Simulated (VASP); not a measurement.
A run of VASP 6.6.1 is set up as follows.

File INCAR:

```
PREC = Accurate
ENCUT = 520
EDIFF = 1E-6
ISMEAR = -1
SIGMA = 0.05
LREAL = F
LASPH = T
NELM = 150
ALGO = Normal
ISIF = 2
LWAVE = F
LCHARG = F
ISPIN = 2
MAGMOM = 0.6 2 2 2
LORBIT = 11
LMAXMIX = 4
GGA = PS
NBANDS = 30
```

File KPOINTS:

```
Automatic mesh
0
Gamma
  8 8 8
```

Contents of POSCAR:

```
Co3Ir
1.0
    3.5585162420      0.0000000000      0.0000000000
    0.0000000000      3.5585162420      0.0000000000
    0.0000000000      0.0000000000      3.5585162420
Ir Co
1 3
Direct
    0.0000000000      0.0000000000      0.0000000000
    0.5000000000      0.5000000000      0.0000000000
    0.5000000000      0.0000000000      0.5000000000
    0.0000000000      0.5000000000      0.5000000000
```

Potentials or basis: VASP PAW PBE potentials, release 64 (Ir, Co).

Launch:

```bash
$ cat potpaw_PBE.64/Ir/POTCAR potpaw_PBE.64/Co/POTCAR > POTCAR
$ mpirun -np 1 vasp_std > vasp.out
```

**Question.** Estimate the site moments.

**Answer.** Ir +0.33; Co +1.19 μB.

**Question.** What does it give for the net moment?

**Answer.** 3.88 μB per cell.

**Question.** Predict the pressure.

**Answer.** -0.7 GPa.

Caveat: the PAW data sets were made with another functional, which shifts forces and pressure a little.
